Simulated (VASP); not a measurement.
# HfO2 (Fm-3m) in VASP: vibrations by perturbation theory with PBEsol

Aim: the vibrations by perturbation theory of HfO2 with PBEsol.

Everything below comes from runs of VASP 6.6.1. Logs are shortened: lines on timing, memory, paths and dates and some standing lists are left out, and cuts for length are marked.

**1. The cell of the first run**

The structure is cubic, space group Fm-3m (No. 225). The conventional cell has a = 5.115 Å, b = 5.115 Å, c = 5.115 Å, α = 90.00°, β = 90.00°, γ = 90.00°. Hf (site symmetry m-3m) has 8 O at 2.21 Å within 2.9 Å. Within 2.9 Å of O (site symmetry -43m) lie 4 Hf at 2.21 Å and 6 O at 2.56 Å.

**2. Vibrations by perturbation theory, PBEsol**

File INCAR:

```
ALGO = Normal
EDIFF = 1E-8
ENCUT = 520
GGA = PS
IBRION = 8
ISIF = 2
ISMEAR = 0
LASPH = T
LCHARG = F
LREAL = F
LWAVE = F
NBANDS = 18
NELM = 60
NSW = 1
PREC = Accurate
SIGMA = 0.01
```

File KPOINTS:

```
k-points
0
Gamma
  6 6 6
```

File POSCAR:

```
HfO2
1.0
    0.0000000000      2.5575000000      2.5575000000
    2.5575000000      0.0000000000      2.5575000000
    2.5575000000      2.5575000000      0.0000000000
Hf O
1 2
Direct
    0.0000000000      0.0000000000      0.0000000000
    0.2500000000      0.2500000000      0.2500000000
    0.7500000000      0.7500000000      0.7500000000
```

Potentials or basis: VASP PAW PBE potentials, release 64 (Hf_pv, O).

Started as:

```
cat potpaw_PBE.64/Hf_pv/POTCAR potpaw_PBE.64/O/POTCAR > POTCAR
mpirun -np 1 vasp_std > vasp.out
```

OUTCAR:

```text
EDIFF = 1E-8
   ENCUT = 520
   GGA = PS
   IBRION = 8
   ISIF = 2
   ISMEAR = 0
   LASPH = T
   LREAL = F
   NELM = 60
   NSW = 1
   PREC = Accurate

 ion  position               nearest neighbor table
   1  0.000  0.000  0.000-   3 2.21   3 2.21   3 2.21   2 2.21   3 2.21   2 2.21   2 2.21   2 2.21

   2  0.250  0.250  0.250-   1 2.21   1 2.21   1 2.21   1 2.21
   3  0.750  0.750  0.750-   1 2.21   1 2.21   1 2.21   1 2.21

  LATTYP: Found a face centered cubic cell.
 ALAT       =     5.1150000000

  Lattice vectors:

 A1 = (   0.0000000000,   2.5575000000,   2.5575000000)
 A2 = (   2.5575000000,   0.0000000000,   2.5575000000)
 A3 = (   2.5575000000,   2.5575000000,   0.0000000000)

Analysis of symmetry for initial positions (statically):
=====================================================================
 Subroutine PRICEL returns:
 Original cell was already a primitive cell.

 Routine SETGRP: Setting up the symmetry group for a
 face centered cubic supercell.

 Subroutine GETGRP returns: Found 48 space group operations
 (whereof 48 operations were pure point group operations)
 out of a pool of 48 trial point group operations.

The static configuration has the point symmetry O_h .

Analysis of symmetry for dynamics (positions and initial velocities):
=====================================================================
 Subroutine PRICEL returns:
 Original cell was already a primitive cell.

 Routine SETGRP: Setting up the symmetry group for a
 face centered cubic supercell.

 Subroutine GETGRP returns: Found 48 space group operations
 (whereof 48 operations were pure point group operations)
 out of a pool of 48 trial point group operations.

The dynamic configuration has the point symmetry O_h .

 Subroutine INISYM returns: Found 48 space group operations
 (whereof 48 operations are pure point group operations),
 and found     1 'primitive' translations

----------------------------------------------------------------------------------------

                                     Primitive cell
[... 498 lines left out ...]
      0.00000      0.00000      0.00000         0.000000     -0.000000      0.000000
      1.27875      1.27875      1.27875         0.000000      0.000000      0.000000
      3.83625      3.83625      3.83625        -0.000000     -0.000000     -0.000000
 -----------------------------------------------------------------------------------
    total drift:                                0.000000      0.000000      0.000000

  FREE ENERGIE OF THE ION-ELECTRON SYSTEM (eV)
  ---------------------------------------------------
  free  energy   TOTEN  =       -31.5586089213 eV

  energy  without entropy=      -31.5586089213  energy(sigma->0) =      -31.55860892

[... ionic steps 2 to 3 ...]

--------------------------------------- Ionic step        4  -------------------------------------------

------------------------ aborting loop because EDIFF is reached ----------------------------------------

[... ionic steps 5 to 6 ...]

--------------------------------------- Ionic step        7  -------------------------------------------

 Free energy of the ion-electron system (eV)
  ---------------------------------------------------
  ---------------------------------------------------
  free energy    TOTEN  =        -0.36544167 eV

  energy without entropy =       -0.36544167

------------------------ aborting loop because EDIFF is reached ----------------------------------------

 INTERNAL STRAIN TENSOR  FOR ION    2  DIRECTION 1   (eV/Angst):
 -----------------------------------------------------------------------------
    -0.00016  0.00000  0.00000
     0.00000  0.00031 -5.04620
     0.00000 -5.04620  0.00031

 INTERNAL STRAIN TENSOR FOR ION    3 for displacements in x,y,z  (eV/Angst):
          X           Y           Z          XY          YZ          ZX
  --------------------------------------------------------------------------------
  x     0.00000    -0.00000    -0.00000     0.00000     5.04620     0.00000
  y     0.00000     0.00000     0.00000     0.00000     0.00000     5.04620
  z     0.00000     0.00000     0.00000     5.04620     0.00000     0.00000

 SECOND DERIVATIVES (NOT SYMMETRIZED)
 ------------------------------------
               1X          1Y          1Z          2X          2Y          2Z          3X          3Y          3Z
  1X    -3.422253    0.000000    0.000000    1.711127    0.000000    0.000000    1.711127    0.000000    0.000000
  1Y     0.000000   -3.422253    0.000000    0.000000    1.711127    0.000000    0.000000    1.711127    0.000000
  1Z     0.000000    0.000000   -3.422253    0.000000    0.000000    1.711127    0.000000    0.000000    1.711127
  2X     1.707042    0.000000    0.000000   -9.455864    0.000000    0.000000    7.748823    0.000000    0.000000
  2Y     0.000000    1.707042    0.000000    0.000000   -9.455864    0.000000    0.000000    7.748823    0.000000
  2Z     0.000000    0.000000    1.707042    0.000000    0.000000   -9.455864    0.000000    0.000000    7.748823
  3X     1.707042    0.000000    0.000000    7.748823    0.000000    0.000000   -9.455864    0.000000    0.000000
  3Y     0.000000    1.707042    0.000000    0.000000    7.748823    0.000000    0.000000   -9.455864    0.000000
  3Z     0.000000    0.000000    1.707042    0.000000    0.000000    7.748823    0.000000    0.000000   -9.455864

 Eigenvectors and eigenvalues of the dynamical matrix
 ----------------------------------------------------

   1 f  =   16.211161 THz   101.857729 2PiTHz  540.746125 cm-1    67.043945 meV
             X         Y         Z           dx          dy          dz
      0.000000  0.000000  0.000000    -0.000000    0.000000   -0.000000
      1.278750  1.278750  1.278750    -0.002069   -0.201454   -0.677799
      3.836250  3.836250  3.836250     0.002069    0.201454    0.677799
[... 43 lines left out ...]
   9 f/i=    0.002382 THz     0.014966 2PiTHz    0.079453 cm-1     0.009851 meV
             X         Y         Z           dx          dy          dz
      0.000000  0.000000  0.000000    -0.209812    0.600796   -0.665348
      1.278750  1.278750  1.278750    -0.062893    0.180094   -0.199444
      3.836250  3.836250  3.836250    -0.062893    0.180094   -0.199444

--------------------------------------------------------------------------------------------------------

 ELASTIC MODULI CONTR FROM IONIC RELAXATION (kBar)
 Direction    XX          YY          ZZ          XY          YZ          ZX
 --------------------------------------------------------------------------------
 XX          -0.0000     -0.0000     -0.0000     -0.0000     -0.0000     -0.0000
 YY          -0.0000     -0.0000     -0.0000     -0.0000      0.0000      0.0000
 ZZ          -0.0000     -0.0000     -0.0000      0.0000      0.0000     -0.0000
 XY          -0.0000     -0.0000      0.0000   -141.7572     -0.0000      0.0000
 YZ          -0.0000      0.0000      0.0000     -0.0000   -141.7572     -0.0000
 ZX          -0.0000      0.0000     -0.0000      0.0000     -0.0000   -141.7572
 --------------------------------------------------------------------------------
```

OSZICAR:

```text
N       E                     dE             d eps       ncg     rms          rms(c)
DAV:   1     0.899045790617E+02    0.89905E+02   -0.12625E+04   576   0.120E+03
DAV:   2    -0.326436623843E+02   -0.12255E+03   -0.11997E+03   754   0.285E+02
DAV:   3    -0.368410625308E+02   -0.41974E+01   -0.41842E+01   672   0.463E+01
DAV:   4    -0.368644823539E+02   -0.23420E-01   -0.23416E-01   694   0.392E+00
[... 44 lines left out ...]
RMM:   8    -0.365441126245E+00   -0.37699E-06   -0.46315E-10  2808   0.623E-04    0.460E-04
RMM:   9    -0.365441861619E+00   -0.73537E-06   -0.23402E-09  3099   0.182E-04    0.145E-04
RMM:  10    -0.365441754791E+00    0.10683E-06    0.31774E-10  3181   0.505E-05    0.341E-05
RMM:  11    -0.365441665674E+00    0.89117E-07    0.32370E-09  3205   0.272E-05    0.169E-05
RMM:  12    -0.365441671294E+00   -0.56205E-08    0.69095E-09  3184   0.225E-05    0.261E-06
 Linear response finished
```

stdout:

```text
POSCAR found type information on POSCAR HfO
 POSCAR found :  2 types and       3 ions
 scaLAPACK will be used
 -----------------------------------------------------------------------------
|                                                                             |
|                                                                             |
|     You enforced a specific xc type in the INCAR file but a different       |
|     I HOPE YOU KNOW WHAT YOU ARE DOING!                                     |
|                                                                             |
 -----------------------------------------------------------------------------

 LDA part: xc-table for (Slater+PW92), standard interpolation
 POSCAR, INCAR and KPOINTS ok, starting setup
 FFT: planning ... GRIDC
 FFT: planning ... GRID_SOFT
 FFT: planning ... GRID
 WAVECAR not read
 entering main loop
 Linear response reoptimize wavefunctions to high precision
 Linear response DOF=           2
 Linear response progress:
 first order change of Fermi-energy  -0.77765E-03
 force on displaced ion       1 direction 1 :  -3.422   0.000   0.000
 Linear response progress:
 first order change of Fermi-energy   0.40787E-05
 force on displaced ion       2 direction 1 :  -9.456   0.000   0.000
 Linear response finished
```

Wall time 2.3 min (1 thread of Intel Xeon 8259CL, shared host); peak memory 0.21 GiB.

Results:

| Property | Result |
| --- | --- |
| Highest phonon frequency at Γ, LO-TO splitting left out | 541 cm⁻¹ |

Phonon frequencies in cm⁻¹ (negative: imaginary):
| q point | frequencies |
| --- | --- |
| (0.000, 0.000, 0.000) | 0 0 0 185 185 185 541 541 541 |

Caveat: the cell stands under pressure or tension, which shifts response properties; spin-orbit coupling is left out, which moves the levels of the heavy elements.
